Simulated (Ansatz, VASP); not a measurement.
## Two plane-wave programs on InAs

```xyz
2
Lattice="0.0000 3.0546 3.0546 3.0546 0.0000 3.0546 3.0546 3.0546 0.0000" Properties=species:S:1:pos:R:3 pbc="T T T"
In    0.0000    0.0000    0.0000
As    1.5273    1.5273    1.5273
```

Alike in both runs: task single point; functional PBE; k mesh 8 × 8 × 8; occupations fermi-dirac, width 0.02 eV; no spin polarisation.

|  | VASP | Ansatz |
| --- | --- | --- |
| version | VASP 6.6.1 | Ansatz 0.2.0 |
| potentials or method | VASP PAW PBE potentials, release 64 (In_d, As) | plane waves, PAW |
| plane-wave cutoff (eV) | 520 | 420 |
| valence electrons in the cell | 18 | 28 |

|  | VASP | Ansatz | Ansatz less VASP |
| --- | --- | --- | --- |
| pressure (GPa) | 2.1 | 2.0 | -0.05 |

The functional is the same, so the differences come from potentials, cutoffs and numerics. VASP's potentials hold 18 valence electrons a cell and Ansatz's 28, so a difference there can come from the potentials and not from the codes.
